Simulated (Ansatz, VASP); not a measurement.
**Sc3SbP2 in VASP and in Ansatz**

```
Sc Sb P
1.0
     3.91199    0.00000    0.00000
     0.00000    3.91199    0.00000
     0.00000    0.00000    7.77502
Sc Sb P
3 1 2
Direct
  0.00000 0.00000 0.00000
  0.50000 0.00000 0.64571
  0.00000 0.50000 0.35429
  0.50000 0.50000 0.00000
  0.50000 0.00000 0.31129
  0.00000 0.50000 0.68871
```

Change from the starting cell: species swapped into the Mn3CoAs2 type (P-4m2, No. 115).

Alike in both runs: functional PBE; k mesh 4 × 4 × 4; occupations gaussian, width 0.1 eV; no spin polarisation.

Ansatz relaxed the structure, and its values are those at the end. VASP's run is a single point on that final structure, the one shown.

```csv
,VASP,Ansatz
version,VASP 6.6.1,Ansatz 0.2.0
potentials or method,"VASP PAW PBE potentials, release 64 (Sc_sv, Sb, P), cutoff 520 eV","scalar-relativistic, plane waves, PAW"
valence electrons in the cell,48,58
```

VASP gave:

```
gap on the k mesh at the Fermi level (eV) : none
pressure (GPa)                            : 0.1
rms of the force components (eV/Å)        : 0.008
```

Q: Which values does Ansatz return?

A: gap on the k mesh at the Fermi level (eV): none; pressure (GPa): 0.0; rms of the force components (eV/Å): 0.001.

A gap of «none» marks a metal or a gap that the smearing closes. With one functional, cell and mesh, what is left measures potentials, basis and numerics. VASP's potentials hold 48 valence electrons a cell and Ansatz's 58, so a difference there can come from the potentials and not from the codes.

The k mesh is coarse, so the values compare programs but aren't converged. Neither program's run includes spin-orbit coupling.
